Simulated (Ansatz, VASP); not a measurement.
## TlB2: VASP beside Ansatz

```xyz
3
Lattice="0.0000 2.8749 2.8749 2.8749 0.0000 2.8749 2.8749 2.8749 0.0000" Properties=species:S:1:pos:R:3 pbc="T T T"
Tl    0.0000    0.0000    0.0000
B     1.4375    1.4375    1.4375
B     4.3124    4.3124    4.3124
```

Alike in both runs: task relaxation of cell and atoms; functional PBE; k mesh 14 × 14 × 14; occupations gaussian, width 0.1 eV; no spin polarisation.

|  | VASP | Ansatz |
| --- | --- | --- |
| version | VASP 6.6.1 | Ansatz 0.2.0 |
| potentials or method | VASP PAW PBE potentials, release 64 (Tl_d, B), cutoff 600 eV | scalar-relativistic, plane waves, PAW |
| valence electrons in the cell | 19 | 19 |

VASP gave:

```
gap on the k mesh at the Fermi level, each at its own relaxed structure (eV)  : none
relaxed volume (Å³/atom)                                                      : 15.71
relaxed length of the cell vector where the two differ most in proportion (Å) : 4.054
```

Task: What did Ansatz give for the same quantities?

Result: gap on the k mesh at the Fermi level, each at its own relaxed structure (eV): none; relaxed volume (Å³/atom): 15.72; relaxed length of the cell vector where the two differ most in proportion (Å): 4.055.

A gap of «none» marks a metal or a gap that the smearing closes.

Spin-orbit coupling is off throughout.
